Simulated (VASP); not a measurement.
# HfN (P6_3/mmc) in VASP: a series of runs

HfN is run at these levels: PBEsol; tasks: single point.

Program: VASP 6.6.1. These are calculated values, not measurements. Logs are shortened: lines on timing, memory, paths and dates and some standing lists are left out, and cuts for length are marked.

## Step 1: The cell of the first run

It takes space group P6_3/mmc (No. 194, hexagonal). The conventional cell has a = 3.134 Å, b = 3.134 Å, c = 5.417 Å, α = 90.00°, β = 90.00°, γ = 120.00°. Within 3.0 Å of Hf (site symmetry -6m2) lie 6 N at 2.26 Å. Within 3.0 Å of N (site symmetry -3m) lie 6 Hf at 2.26 Å and 2 N at 2.71 Å.

## Step 2: Single point, PBEsol

File INCAR:

```
PREC = Accurate
ENCUT = 520
EDIFF = 1E-6
ISMEAR = 1
SIGMA = 0.1
LREAL = False
LASPH = True
NELM = 80
ALGO = Normal
ISIF = 2
LWAVE = False
LCHARG = False
GGA = PS
NBANDS = 23
```

File KPOINTS:

```
regular mesh
0
Gamma
  9 9 5
```

File POSCAR:

```
HfN
1.0
    3.1339080000      0.0000000000      0.0000000000
   -1.5669540000      2.7140439411      0.0000000000
    0.0000000000      0.0000000000      5.4167680000
Hf N
2 2
Direct
    0.6666670000      0.3333330000      0.7500000000
    0.3333330000      0.6666670000      0.2500000000
    0.0000000000      0.0000000000      0.0000000000
    0.0000000000      0.0000000000      0.5000000000
```

Potentials or basis: VASP PAW PBE potentials, release 64 (Hf_pv, N).

Launch:

```
> cat potpaw_PBE.64/Hf_pv/POTCAR potpaw_PBE.64/N/POTCAR > POTCAR
> mpirun -np 1 vasp_std > vasp.out
```

OUTCAR:

```text
PREC = Accurate
   ENCUT = 520
   EDIFF = 1E-6
   ISMEAR = 1
   LREAL = False
   LASPH = True
   NELM = 80
   ISIF = 2
   GGA = PS

 ion  position               nearest neighbor table
   1  0.667  0.333  0.750-   3 2.26   4 2.26   3 2.26   4 2.26   3 2.26   4 2.26   2 3.26   2 3.26
                             2 3.26   2 3.26   2 3.26   2 3.26
   2  0.333  0.667  0.250-   3 2.26   4 2.26   3 2.26   4 2.26   3 2.26   4 2.26   1 3.26   1 3.26
                             1 3.26   1 3.26   1 3.26   1 3.26
   3  0.000  0.000  0.000-   1 2.26   2 2.26   2 2.26   1 2.26   1 2.26   2 2.26
   4  0.000  0.000  0.500-   1 2.26   2 2.26   2 2.26   1 2.26   1 2.26   2 2.26

  LATTYP: Found a hexagonal cell.
 ALAT       =     3.1339080000
 C/A-ratio  =     1.7284387417

  Lattice vectors:

 A1 = (   3.1339080000,   0.0000000000,   0.0000000000)
 A2 = (  -1.5669540000,   2.7140439411,   0.0000000000)
 A3 = (   0.0000000000,   0.0000000000,   5.4167680000)

Analysis of symmetry for initial positions (statically):
=====================================================================
 Subroutine PRICEL returns:
 Original cell was already a primitive cell.

 Routine SETGRP: Setting up the symmetry group for a
 hexagonal supercell.

 Subroutine GETGRP returns: Found 24 space group operations
 (whereof 12 operations were pure point group operations)
 out of a pool of 24 trial point group operations.

The static configuration has the point symmetry D_3d.
 The point group associated with its full space group is D_6h.

Analysis of symmetry for dynamics (positions and initial velocities):
=====================================================================
 Subroutine PRICEL returns:
 Original cell was already a primitive cell.

 Routine SETGRP: Setting up the symmetry group for a
 hexagonal supercell.

 Subroutine GETGRP returns: Found 24 space group operations
 (whereof 12 operations were pure point group operations)
 out of a pool of 24 trial point group operations.

The dynamic configuration has the point symmetry D_3d.
 The point group associated with its full space group is D_6h.

 Subroutine INISYM returns: Found 24 space group operations
 (whereof 12 operations are pure point group operations),
 and found     1 'primitive' translations

----------------------------------------------------------------------------------------

                                     Primitive cell

  volume of cell :      46.0727
[... 93 lines left out ...]
   EDIFF  = 0.1E-05   stopping-criterion for ELM
   LREAL  =      F    real-space projection
   EDIFFG = 0.1E-04   stopping-criterion for IOM
   NSW    =      0    number of steps for IOM
   IBRION =     -1    ionic relax: 0-MD 1-quasi-New 2-CG
   NFREE  =      0    steps in history (QN), initial steepest desc. (CG)
   ISIF   =      2    stress and relaxation
   ISYM   =      2    0-nonsym 1-usesym 2-fastsym
   POTIM  = 0.5000    time-step for ionic-motion
   TEBEG  =    0.0;   TEEND  =   0.0 temperature during run
   PSTRESS=    0.0 pullay stress
   NELECT =      30.0000    total number of electrons
   NUPDOWN=      -1.0000    fix difference up-down
   EMIN   =  10.00;   EMAX   =-10.00  energy-range for DOS
   EFERMI =   0.00;   METHOD = LEGACY
   ISMEAR =     1;   SIGMA  =   0.10  broadening in eV -4-tet -1-fermi 0-gaus
   EFERMI_NEDOS =   21; number of points for ismear=-14 and -15
   IALGO  =     38    algorithm
   IMIX   =      4    mixing-type and parameters
     AMIX     =   0.40;   BMIX     =  1.00
     AMIX_MAG =   1.60;   BMIX_MAG =  1.00
  volume/ion in A,a.u.               =      11.52        77.73
  Fermi-wavevector in a.u.,A,eV,Ry     =   1.418951  2.681429 27.394277  2.013423
  Thomas-Fermi vector in A             =   2.540023
   LORBIT       =      0    0 simple, 1 ext, 2 COOP (PROOUT), +10 PAW based schemes
   GGA     = PS    functional components
   LHFCALC =     F    Hartree Fock is set to
   AEXX    =    0.0000 exact exchange contribution
   IVDW    =     0    specifies the selected vdW correction
   LEPSILON=     F    determine dielectric tensor
   LRPA    =     F    only Hartree local field effects (RPA)
 non-spin polarized calculation
 Methfessel and Paxton  Order N= 1 SIGMA  =   0.10
  energy-cutoff  :      520.00
  volume of cell :       46.07
 maximum number of plane-waves:      1275
 NGX is ok and might be reduce to    24
   NGX = 11   NGY = 11   NGZ = 21

 number of electron      30.0000001 magnetization

 Free energy of the ion-electron system (eV)
  ---------------------------------------------------
  ext. energy  EPLUGINS =         0.00000000
  ---------------------------------------------------
  free energy    TOTEN  =       -45.85032827 eV

  energy without entropy =      -45.84926942  energy(sigma->0) =      -45.84997532

 E-fermi :   7.8725     XC(G=0): -12.9032

 val. band max:        7.8025103279   @ k =   0.3333  -0.0000   0.4000
 cond. band min:       7.8821502744   @ k =   0.3333   0.3333   0.0000
 fundamental gap:      0.0796399464
 Fermi energy:         7.8725137168

 k-point     1 :       0.0000    0.0000    0.0000
  band No.  band energies     occupation
      1     -23.8806      2.00000
      2     -23.0093      2.00000
      3     -22.9056      2.00000
      4     -22.9056      2.00000
      5     -22.8440      2.00000
      6     -22.8440      2.00000
[... 613 lines left out ...]
     22      13.9296      0.00000
     23      15.5080      0.00000

 [... further k-points ...]

------------------------ aborting loop because EDIFF is reached ----------------------------------------

  FORCE on cell =-STRESS in cart. coord.  units (eV):
  Direction    XX          YY          ZZ          XY          YZ          ZX
  --------------------------------------------------------------------------------------
  -------------------------------------------------------------------------------------
  Total       -1.2640720     -1.2640720     -1.3808449      0.0000000      0.0000000      0.0000000
  in kB      -43.9581137    -43.9581137    -48.0188923      0.0000000      0.0000000      0.0000000
  external PRESSURE =     -45.3117066 kB  Pullay stress =       0.0000000 kB

 VOLUME and BASIS-vectors are now :
 -----------------------------------------------------------------------------
  energy-cutoff  :      520.00
  volume of cell :       46.07
      direct lattice vectors                 reciprocal lattice vectors
     3.133908000  0.000000000  0.000000000     0.319090414  0.184226936  0.000000000
    -1.566954000  2.714043941  0.000000000     0.000000000  0.368453872  0.000000000
     0.000000000  0.000000000  5.416768000     0.000000000  0.000000000  0.184611931

 POSITION                                       TOTAL-FORCE (eV/Angst)
 -----------------------------------------------------------------------------------
      1.56696      0.90468      4.06258         0.000000      0.000000      0.000000
     -0.00000      1.80936      1.35419        -0.000000      0.000000      0.000000
      0.00000      0.00000      0.00000         0.000000      0.000000      0.000000
      0.00000      0.00000      2.70838         0.000000      0.000000      0.000000
 -----------------------------------------------------------------------------------
    total drift:                               -0.000464      0.000136     -0.000020

  FREE ENERGIE OF THE ION-ELECTRON SYSTEM (eV)
  ---------------------------------------------------
  free  energy   TOTEN  =       -45.8503282677 eV

  energy  without entropy=      -45.8492694173  energy(sigma->0) =      -45.84997532
```

stdout:

```text
POSCAR found type information on POSCAR HfN
 POSCAR found :  2 types and       4 ions
 scaLAPACK will be used
 -----------------------------------------------------------------------------
|                                                                             |
|                                                                             |
|     You enforced a specific xc type in the INCAR file but a different       |
|     I HOPE YOU KNOW WHAT YOU ARE DOING!                                     |
|                                                                             |
 -----------------------------------------------------------------------------

 LDA part: xc-table for (Slater+PW92), standard interpolation
 POSCAR, INCAR and KPOINTS ok, starting setup
 FFT: planning ... GRIDC
 FFT: planning ... GRID_SOFT
 FFT: planning ... GRID
 WAVECAR not read
 entering main loop
```

Run time: 28 s. Hardware: 1 thread of AMD EPYC 7R13 (Zen 3), shared host; peak memory 0.15 GiB.

Results:

* Free energy: -45.8503 eV
* Pressure: -4.5 GPa
* Band gap on the k mesh: zero (band 15 reaches 9.19 eV, above the bottom of band 16 at 7.52 eV)

Stress tensor (GPa, compression positive):
```
-4.40  0.00  0.00
 0.00 -4.40  0.00
 0.00  0.00 -4.80
```

Caveat: the PAW data sets were made with another functional, which shifts forces and pressure a little; spin-orbit coupling is left out, which moves the levels of the heavy elements.

## Step 3: Single point, PBEsol

File INCAR:

```
SYSTEM = HfN
ALGO = Normal
EDIFF = 1E-6
ENCUT = 520
GGA = PS
ISIF = 2
ISMEAR = 1
LASPH = .TRUE.
LCHARG = .TRUE.
LELF = .TRUE.
LREAL = .FALSE.
LVHAR = .TRUE.
LWAVE = .FALSE.
NBANDS = 23
NELM = 80
PREC = Accurate
SIGMA = 0.1
```

File KPOINTS:

```
k-points
0
G
  9 9 5
  0 0 0
```

POSCAR is that of step 2.

Potentials or basis: VASP PAW PBE potentials, release 64 (Hf_pv, N).

Launch:

```
> cat potpaw_PBE.64/Hf_pv/POTCAR potpaw_PBE.64/N/POTCAR > POTCAR
> mpirun -np 1 vasp_std > vasp.out
```

Run time: 32 s. Hardware: 1 thread of AMD EPYC 7R13 (Zen 3), shared host; peak memory 0.15 GiB.

It converged, with:

```
Free energy            : -45.8503 eV
Pressure               : -4.5 GPa
Band gap on the k mesh : zero (band 15 reaches 9.19 eV, above the bottom of band 16 at 7.52 eV)
```

Stress tensor (GPa, compression positive):
```
-4.40  0.00  0.00
 0.00 -4.40  0.00
 0.00  0.00 -4.80
```

Levels at points of the mesh, in eV from the Fermi level:
```csv
k point,band 11,band 12,band 13,band 14,band 15,band 16,band 17,band 18,band 19,band 20
"(0.00, 0.00, 0.00)",-4.84,-3.69,-3.69,-1.82,-0.75,0.60,0.60,0.94,1.72,1.72
```

Caveat: the PAW data sets were made with another functional, which shifts forces and pressure a little; spin-orbit coupling is left out, which moves the levels of the heavy elements.
